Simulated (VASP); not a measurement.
Wanted: the native input for a VASP 6.6.1 run.

| Quantity | Value |
| --- | --- |
| Task | single point |
| Functional | PBE |
| Potentials or basis | VASP PAW PBE potentials, release 64 (Hf_pv) |
| Cutoff | 500 eV |
| k mesh | 15 × 15 × 8 |
| Occupations | gaussian, width 0.1 eV |
| Spin | no spin polarisation |
| Dipole correction | no |
| Further INCAR settings | ALGO = Normal; EDIFF = 1e-06; NBANDS = 17 |

The structure of Hf lies in POSCAR:

```
Hf
1.0
    3.2050008957      0.0000000000      0.0000000000
   -1.6025004478      2.7756121948      0.0000000000
    0.0000000000      0.0000000000      5.0665808531
Hf
2
Direct
    0.3333333333      0.6666666667      0.2500000000
    0.6666666667      0.3333333333      0.7500000000
```

These files were run (other wordings do the same):

INCAR

```
PREC = Accurate
ENCUT = 500
EDIFF = 1E-6
ISMEAR = 0
SIGMA = 0.1
LREAL = False
LASPH = True
NELM = 120
ALGO = Normal
ISIF = 2
LWAVE = False
LCHARG = False
GGA = PE
NBANDS = 17
GGA_COMPAT = False
```

KPOINTS

```
Automatic mesh
0
Gamma
  15 15 8
```

Potentials or basis: VASP PAW PBE potentials, release 64 (Hf_pv).

Run with:

```console
$ cat potpaw_PBE.64/Hf_pv/POTCAR > POTCAR
$ mpirun -np 1 vasp_std > vasp.out
```

Results of the run:

```json
{"Pressure": "-0.4 GPa", "Band gap on the k mesh": "zero (band 10 reaches 6.05 eV, above the bottom of band 11 at 4.44 eV)"}
```

Caveat: spin-orbit coupling is left out, which moves the levels of the heavy elements.

It took 2 min on 1 thread of AMD EPYC 7R43 64-Core Processor (Zen 3), on a shared host, peak memory 0.18 GiB.
